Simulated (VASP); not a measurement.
# AlGeIr3 (Pm-3m) in VASP: further runs

The runs below take AlGeIr3 through relaxation of cell and atoms, single point, with PBE.

All numbers are computed with VASP 6.6.1; they aren't measurements. Logs are shortened: lines on timing, memory, paths and dates and some standing lists are left out, and cuts for length are marked.

## 1. The cell of the first run

The structure is cubic, space group Pm-3m (No. 221). Conventional cell: a = 3.974 Å, b = 3.974 Å, c = 3.974 Å, α = 90.00°, β = 90.00°, γ = 90.00°. Within 3.7 Å of Al (site symmetry m-3m) lie 12 Ir at 2.81 Å and 8 Ge at 3.44 Å. Within 2.6 Å of Ge (site symmetry m-3m) lie 6 Ir at 1.99 Å. Within 2.6 Å of Ir (site symmetry 4/mmm) lie 2 Ge at 1.99 Å.

The cell was built from a structure type or drawn by symmetry, and may not be a known phase.

## 2. Relaxation of cell and atoms, PBE

INCAR

```
SYSTEM = AlGeIr3
PREC = Accurate
ENCUT = 600
EDIFF = 1E-7
ISMEAR = 0
SIGMA = 0.1
LREAL = .False.
LASPH = .True.
NELM = 100
ALGO = Normal
ISIF = 3
LWAVE = .False.
LCHARG = .False.
GGA = PE
IBRION = 2
NSW = 90
EDIFFG = -0.04
```

KPOINTS

```
Automatic mesh
0
Gamma
  4 4 4
  0 0 0
```

POSCAR

```
AlGeIr3
1.0
    3.9744362900      0.0000000000      0.0000000000
    0.0000000000      3.9744362900      0.0000000000
    0.0000000000      0.0000000000      3.9744362900
Al Ge Ir
1 1 3
Direct
    0.0000000000      0.0000000000      0.0000000000
    0.5000000000      0.5000000000      0.5000000000
    0.5000000000      0.5000000000      0.0000000000
    0.5000000000      0.0000000000      0.5000000000
    0.0000000000      0.5000000000      0.5000000000
```

Potentials or basis: VASP PAW PBE potentials, release 64 (Al, Ge_d, Ir).

The run is started by

```console
> cat potpaw_PBE.64/Al/POTCAR potpaw_PBE.64/Ge_d/POTCAR potpaw_PBE.64/Ir/POTCAR > POTCAR
> mpirun -np 1 vasp_std > vasp.out
```

OUTCAR:

```text
SYSTEM = AlGeIr3
   PREC = Accurate
   ENCUT = 600
   EDIFF = 1E-7
   ISMEAR = 0
   LREAL = .False.
   LASPH = .True.
   NELM = 100
   ISIF = 3
   GGA = PE
   IBRION = 2
   NSW = 90
   EDIFFG = -0.04

 ion  position               nearest neighbor table
   1  0.000  0.000  0.000-   3 2.81   4 2.81   5 2.81   4 2.81   5 2.81   3 2.81   5 2.81   5 2.81
                             3 2.81   4 2.81   4 2.81   3 2.81
   2  0.500  0.500  0.500-   3 1.99   4 1.99   5 1.99   3 1.99   4 1.99   5 1.99
   3  0.500  0.500  0.000-   2 1.99   2 1.99   4 2.81   5 2.81   1 2.81   4 2.81   5 2.81   1 2.81
                             4 2.81   4 2.81   1 2.81   5 2.81   5 2.81   1 2.81
   4  0.500  0.000  0.500-   2 1.99   2 1.99   3 2.81   5 2.81   1 2.81   3 2.81   1 2.81   3 2.81
                             5 2.81   3 2.81   1 2.81   5 2.81   1 2.81   5 2.81
   5  0.000  0.500  0.500-   2 1.99   2 1.99   3 2.81   4 2.81   1 2.81   3 2.81   1 2.81   4 2.81
                             1 2.81   1 2.81   3 2.81   4 2.81   3 2.81   4 2.81

  LATTYP: Found a simple cubic cell.
 ALAT       =     3.9744362900

  Lattice vectors:

 A1 = (   3.9744362900,   0.0000000000,   0.0000000000)
 A2 = (   0.0000000000,   3.9744362900,   0.0000000000)
 A3 = (   0.0000000000,   0.0000000000,   3.9744362900)

Analysis of symmetry for initial positions (statically):
=====================================================================
 Subroutine PRICEL returns:
 Original cell was already a primitive cell.

 Routine SETGRP: Setting up the symmetry group for a
 simple cubic supercell.

 Subroutine GETGRP returns: Found 48 space group operations
 (whereof 48 operations were pure point group operations)
 out of a pool of 48 trial point group operations.

The static configuration has the point symmetry O_h .

Analysis of symmetry for dynamics (positions and initial velocities):
=====================================================================
 Subroutine PRICEL returns:
 Original cell was already a primitive cell.

 Routine SETGRP: Setting up the symmetry group for a
 simple cubic supercell.

 Subroutine GETGRP returns: Found 48 space group operations
 (whereof 48 operations were pure point group operations)
 out of a pool of 48 trial point group operations.

The dynamic configuration has the point symmetry O_h .

 Subroutine INISYM returns: Found 48 space group operations
 (whereof 48 operations are pure point group operations),
 and found     1 'primitive' translations

----------------------------------------------------------------------------------------

                                     Primitive cell

  volume of cell :      62.7808

  direct lattice vectors                    reciprocal lattice vectors
     3.974436290  0.000000000  0.000000000     0.251608009  0.000000000  0.000000000
     0.000000000  3.974436290  0.000000000     0.000000000  0.251608009  0.000000000
     0.000000000  0.000000000  3.974436290     0.000000000  0.000000000  0.251608009

  length of vectors
     3.974436290  3.974436290  3.974436290     0.251608009  0.251608009  0.251608009

  position of ions in fractional coordinates (direct lattice)
     0.000000000  0.000000000  0.000000000
     0.500000000  0.500000000  0.500000000
     0.500000000  0.500000000  0.000000000
     0.500000000  0.000000000  0.500000000
     0.000000000  0.500000000  0.500000000

  ion indices of the primitive-cell ions
   primitive index   ion index
                 1           1
                 2           2
                 3           3
                 4           4
                 5           5

----------------------------------------------------------------------------------------

 KPOINTS: Automatic mesh

Automatic generation of k-mesh.
 Grid dimensions read from file:
 generate k-points for:    4    4    4

 Generating k-lattice:

  Cartesian coordinates                     Fractional coordinates (reciprocal lattice)
     0.062902002  0.000000000  0.000000000     0.250000000  0.000000000  0.000000000
     0.000000000  0.062902002  0.000000000     0.000000000  0.250000000  0.000000000
     0.000000000  0.000000000  0.062902002     0.000000000  0.000000000  0.250000000

  Length of vectors
     0.062902002  0.062902002  0.062902002

  Shift w.r.t. Gamma in fractional coordinates (k-lattice)
     0.000000000  0.000000000  0.000000000

 Subroutine IBZKPT returns following result:
 ===========================================

 Found     10 irreducible k-points:

 Following reciprocal coordinates:
            Coordinates               Weight
  0.000000  0.000000  0.000000      1.000000
  0.250000  0.000000  0.000000      6.000000
  0.500000  0.000000  0.000000      3.000000
  0.250000  0.250000  0.000000     12.000000
  0.500000  0.250000  0.000000     12.000000
  0.500000  0.500000  0.000000      3.000000
  0.250000  0.250000  0.250000      8.000000
  0.500000  0.250000  0.250000     12.000000
  0.500000  0.500000  0.250000      6.000000
  0.500000  0.500000  0.500000      1.000000
   k-points           NKPTS =     10   k-points in BZ     NKDIM =     10   number of bands    NBANDS=     26
   number of dos      NEDOS =    301   number of ions     NIONS =      5
   total plane-waves  NPLWV =  32768
   dimension x,y,z NGX =    32 NGY =   32 NGZ =   32
   dimension x,y,z NGXF=    64 NGYF=   64 NGZF=   64
   ions per type =               1   1   3
   NGX,Y,Z   is equivalent  to a cutoff of  13.39, 13.39, 13.39 a.u.
   NGXF,Y,Z  is equivalent  to a cutoff of  26.77, 26.77, 26.77 a.u.
 SYSTEM =  AlGeIr3
   PREC   = accura    normal or accurate (medium, high low for compatibility)
   ISTART =      0    job   : 0-new  1-cont  2-samecut
   ICHARG =      2    charge: 1-file 2-atom 10-const
   ISPIN  =      1    spin polarized calculation?
   LNONCOLLINEAR =      F non collinear calculations
   LSORBIT =      F    spin-orbit coupling
   LASPH  =      T    aspherical Exc in radial PAW
   ENCUT  =  600.0 eV  44.10 Ry    6.64 a.u.   7.94  7.94  7.94*2*pi/ulx,y,z
   NELM   =    100;   NELMIN=  2; NELMDL= -5     # of ELM steps
   EDIFF  = 0.1E-06   stopping-criterion for ELM
   LREAL  =      F    real-space projection
   EDIFFG = -.4E-01   stopping-criterion for IOM
   NSW    =     90    number of steps for IOM
   IBRION =      2    ionic relax: 0-MD 1-quasi-New 2-CG
   NFREE  =      1    steps in history (QN), initial steepest desc. (CG)
   ISIF   =      3    stress and relaxation
   ISYM   =      2    0-nonsym 1-usesym 2-fastsym
   POTIM  = 0.5000    time-step for ionic-motion
   TEBEG  =    0.0;   TEEND  =   0.0 temperature during run
   PSTRESS=    0.0 pullay stress
   NELECT =      44.0000    total number of electrons
   NUPDOWN=      -1.0000    fix difference up-down
   EMIN   =  10.00;   EMAX   =-10.00  energy-range for DOS
   EFERMI =   0.00;   METHOD = LEGACY
   ISMEAR =     0;   SIGMA  =   0.10  broadening in eV -4-tet -1-fermi 0-gaus
   EFERMI_NEDOS =   21; number of points for ismear=-14 and -15
   IALGO  =     38    algorithm
   IMIX   =      4    mixing-type and parameters
     AMIX     =   0.40;   BMIX     =  1.00
     AMIX_MAG =   1.60;   BMIX_MAG =  1.00
  volume/ion in A,a.u.               =      12.56        84.73
  Fermi-wavevector in a.u.,A,eV,Ry     =   1.454176  2.747993 28.771242  2.114627
  Thomas-Fermi vector in A             =   2.571357
   LORBIT       =      0    0 simple, 1 ext, 2 COOP (PROOUT), +10 PAW based schemes
   GGA     = PE    functional components
   LHFCALC =     F    Hartree Fock is set to
   AEXX    =    0.0000 exact exchange contribution
   IVDW    =     0    specifies the selected vdW correction
   LEPSILON=     F    determine dielectric tensor
   LRPA    =     F    only Hartree local field effects (RPA)
 conjugate gradient relaxation of ions
 non-spin polarized calculation
 Gauss-broadening in eV      SIGMA  =   0.10
  energy-cutoff  :      600.00
  volume of cell :       62.78
 maximum number of plane-waves:      2176
 NGX is ok and might be reduce to    32
   NGX = 15   NGY = 15   NGZ = 15

--------------------------------------- Ionic step        1  -------------------------------------------

 number of electron      43.9999989 magnetization

 Free energy of the ion-electron system (eV)
  ---------------------------------------------------
  ext. energy  EPLUGINS =         0.00000000
  ---------------------------------------------------
  free energy    TOTEN  =       -20.57852639 eV

  energy without entropy =      -20.57073095  energy(sigma->0) =      -20.57462867

 E-fermi :  12.2438     XC(G=0): -13.5359

 val. band max:       12.2157287724   @ k =   0.2500   0.2500   0.2500
 cond. band min:      12.6027274313   @ k =   0.5000   0.5000   0.2500
 fundamental gap:      0.3869986589
 Fermi energy:        12.2438436947

 k-point     1 :       0.0000    0.0000    0.0000
  band No.  band energies     occupation
      1     -15.0397      2.00000
      2     -15.0397      2.00000
      3     -14.6519      2.00000
      4     -14.6519      2.00000
      5     -14.6519      2.00000
      6      -4.7531      2.00000
[... 317 lines left out ...]
--------------------------------------- Ionic step        2  -------------------------------------------

 number of electron      44.0000208 magnetization

 E-fermi :  -0.7333     XC(G=0):  -7.2286

 val. band max:       -0.7348139031   @ k =   0.2500   0.2500   0.0000
 cond. band min:      -0.7312569950   @ k =   0.0000   0.0000   0.0000
 fundamental gap:      0.0035569082
 Fermi energy:        -0.7333434082

 k-point     1 :       0.0000    0.0000    0.0000
  band No.  band energies     occupation
      1     -25.3782      2.00000
      2     -25.3782      2.00000
      3     -25.3782      2.00000
      4     -25.3766      2.00000
      5     -25.3766      2.00000
      6      -8.1714      2.00000
[... 350 lines left out ...]
  FREE ENERGIE OF THE ION-ELECTRON SYSTEM (eV)
  ---------------------------------------------------
  free  energy   TOTEN  =       -20.3083189889 eV

  energy  without entropy=      -20.2113269008  energy(sigma->0) =      -20.25982294

 E-fermi :   2.1747     XC(G=0):  -9.3639

 val. band max:        2.1617025254   @ k =   0.2500   0.2500   0.2500
 cond. band min:       2.1805493720   @ k =   0.2500   0.2500   0.2500
 fundamental gap:      0.0188468466
 Fermi energy:         2.1747051695

 k-point     1 :       0.0000    0.0000    0.0000
  band No.  band energies     occupation
      1     -22.0280      2.00000
      2     -22.0280      2.00000
      3     -21.9851      2.00000
      4     -21.9851      2.00000
      5     -21.9851      2.00000
      6      -7.2477      2.00000
[... 279 lines left out ...]
     25       2.8127      0.00000
     26       2.8127      0.00000

[... ionic steps 4 to 17 ...]

--------------------------------------- Ionic step       18  -------------------------------------------

 number of electron      44.0000010 magnetization

------------------------ aborting loop because EDIFF is reached ----------------------------------------
[... 73 lines left out ...]
--------------------------------------- Ionic step       20  -------------------------------------------

 number of electron      44.0000010 magnetization

 Free energy of the ion-electron system (eV)
  ---------------------------------------------------
  ext. energy  EPLUGINS =         0.00000000
  ---------------------------------------------------
  free energy    TOTEN  =       -30.22521046 eV

  energy without entropy =      -30.21663421  energy(sigma->0) =      -30.22092234

 E-fermi :   6.4996     XC(G=0): -11.4788

 val. band max:        6.4674091999   @ k =   0.2500   0.2500   0.2500
 cond. band min:       6.7136822332   @ k =   0.0000   0.0000   0.0000
 fundamental gap:      0.2462730333
 Fermi energy:         6.4996353056

 k-point     1 :       0.0000    0.0000    0.0000
  band No.  band energies     occupation
      1     -18.4343      2.00000
      2     -18.4343      2.00000
      3     -18.2707      2.00000
      4     -18.2707      2.00000
      5     -18.2707      2.00000
      6      -6.2737      2.00000
[... 311 lines left out ...]
  FREE ENERGIE OF THE ION-ELECTRON SYSTEM (eV)
  ---------------------------------------------------
  free  energy   TOTEN  =       -30.2252104605 eV

  energy  without entropy=      -30.2166342120  energy(sigma->0) =      -30.22092234

 reached required accuracy - stopping structural energy minimisation
```

It took 5.8 min on 1 thread of Intel Xeon 8259CL, shared host; peak memory 0.2 GiB.

Results:

- Free energy: -30.2252 eV
- Relaxed volume: 18.48 Å³/atom
- Relaxed cell: a = 4.521 Å, b = 4.521 Å, c = 4.521 Å, α = 90.00°, β = 90.00°, γ = 90.00°
- Space group after relaxing (to 0.1 Å): Pm-3m (No. 221)
- Pressure after relaxing: 0.3 GPa
- Band gap on the k mesh: zero (bands 22 and 23 overlap by 0.11 eV)

Final structure:
```
CELL_PARAMETERS angstrom
4.52060 0.00000 0.00000
0.00000 4.52060 0.00000
0.00000 0.00000 4.52060
ATOMIC_POSITIONS crystal
Al 0.00000 0.00000 0.00000
Ge 0.50000 0.50000 0.50000
Ir 0.50000 0.50000 0.00000
Ir 0.50000 0.00000 0.50000
Ir 0.00000 0.50000 0.50000
```

Caveat: the k points lie up to 0.35 Å⁻¹ apart in the final cell; the volume moved by over 15 % at a fixed basis, so the end points are rough; spin-orbit coupling is left out, which moves the levels of the heavy elements.

## 3. Single point, PBE

This run uses another cell than the first one, of 18.43 Å³/atom.

INCAR

```
PREC     = Accurate       # precision mode
ENCUT    = 520            # plane-wave cutoff, eV
EDIFF    = 1E-7           # SCF threshold, eV
ISMEAR   = 0              # smearing method
SIGMA    = 0.1            # smearing width, eV
LREAL    = False          # projectors in reciprocal space
LASPH    = True           # aspherical terms in the spheres
NELM     = 100            # most SCF steps
ALGO     = Normal         # electronic algorithm
ISIF     = 2              # what is computed and relaxed
LWAVE    = False          # write WAVECAR
LCHARG   = False          # write CHGCAR
GGA      = PE             # functional
NBANDS   = 30             # bands
```

KPOINTS

```
regular mesh
0
Gamma
  8 8 8
```

POSCAR, as its differences from that of step 2:

```diff
@@ -2,5 +2,5 @@
 1.0
-    3.9744362900      0.0000000000      0.0000000000
-    0.0000000000      3.9744362900      0.0000000000
-    0.0000000000      0.0000000000      3.9744362900
+    4.5171835043      0.0000000000      0.0000000000
+    0.0000000000      4.5171835043      0.0000000000
+    0.0000000000      0.0000000000      4.5171835043
 Al Ge Ir
```

Potentials or basis: VASP PAW PBE potentials, release 64 (Al, Ge_d, Ir).

The run is started by

```console
> cat potpaw_PBE.64/Al/POTCAR potpaw_PBE.64/Ge_d/POTCAR potpaw_PBE.64/Ir/POTCAR > POTCAR
> mpirun -np 1 vasp_std > vasp.out
```

Run time: 2 min. Hardware: 1 thread of Intel Xeon 8259CL, shared host; peak memory 0.26 GiB.

It converged, with:

- Free energy: -30.2354 eV
- Pressure: 0.7 GPa
- Band gap on the k mesh: zero (bands 22 and 23 overlap by 0.23 eV)

Levels at points of the mesh, in eV from the Fermi level:
| k point | band 20 | band 21 | band 22 | band 23 | band 24 | band 25 |
| --- | --- | --- | --- | --- | --- | --- |
| (0.00, 0.00, 0.00) | -1.38 | -0.17 | -0.17 | -0.17 | 0.19 | 1.85 |
| (0.50, 0.00, 0.00) | -1.51 | -0.99 | -0.17 | 0.95 | 1.52 | 1.52 |
| (0.50, 0.50, 0.00) | -1.35 | -0.77 | -0.54 | 0.28 | 0.28 | 2.88 |
| (0.50, 0.50, 0.50) | -0.88 | -0.88 | -0.15 | -0.15 | -0.15 | 1.01 |

Caveat: spin-orbit coupling is left out, which moves the levels of the heavy elements.

(Part 1 of 2 ends here.)
